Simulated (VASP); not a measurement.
Wanted: the native input for a VASP 6.6.1 run.

- Task: single point
- Functional: PBE
- Potentials or basis: VASP PAW PBE potentials, release 64 (Na_pv, S)
- Cutoff: 520 eV
- k mesh: 6 × 6 × 4
- Occupations: gaussian, width 0.1 eV
- Spin: no spin polarisation
- Dipole correction: no
- Further INCAR settings: ALGO = Normal; EDIFF = 1e-06; NBANDS = 28

The structure of NaS5 lies in POSCAR:

```
NaS5
1.0
    5.6931030900      0.0000000000      0.0000000000
   -2.8465515500      4.9303719100      0.0000000000
    0.0000000000      0.0000000000      4.3963395100
Na S
1 5
Direct
    0.0000000000      0.0000000000      0.0000000000
    0.3333333300      0.6666666700      0.0000000000
    0.6666666700      0.3333333300      0.0000000000
    0.5000000000      0.0000000000      0.5000000000
    0.5000000000      0.5000000000      0.5000000000
    0.0000000000      0.5000000000      0.5000000000
```

The cell was generated, and may not be a known phase.

One way to write it, as run:

INCAR

```
SYSTEM = NaS5
ALGO = Normal
EDIFF = 1E-6
ENCUT = 520
GGA = PE
ISIF = 2
ISMEAR = 0
LASPH = .TRUE.
LCHARG = .FALSE.
LREAL = .FALSE.
LWAVE = .FALSE.
NBANDS = 28
NELM = 100
PREC = Accurate
SIGMA = 0.1
```

KPOINTS

```
k-points
0
G
  6 6 4
  0 0 0
```

Potentials or basis: VASP PAW PBE potentials, release 64 (Na_pv, S).

Run with:

```console
$ cat potpaw_PBE.64/Na_pv/POTCAR potpaw_PBE.64/S/POTCAR > POTCAR
$ mpirun -np 1 vasp_std > vasp.out
```

Results of the run:

```json
{
 "Pressure": "-3.4 GPa",
 "Band gap on the k mesh": "zero (an odd number of electrons rules out a gap without spin polarisation)"
}
```

Caveat: the stress differs along the axes, from -10 to 0 GPa; an odd number of electrons without spin polarisation forces a metal; a magnetic or distorted state may lie lower.

Wall time 51 s on 1 thread of Intel(R) Xeon(R) Platinum 8488C (Sapphire Rapids) (shared host), peak memory 0.25 GiB.
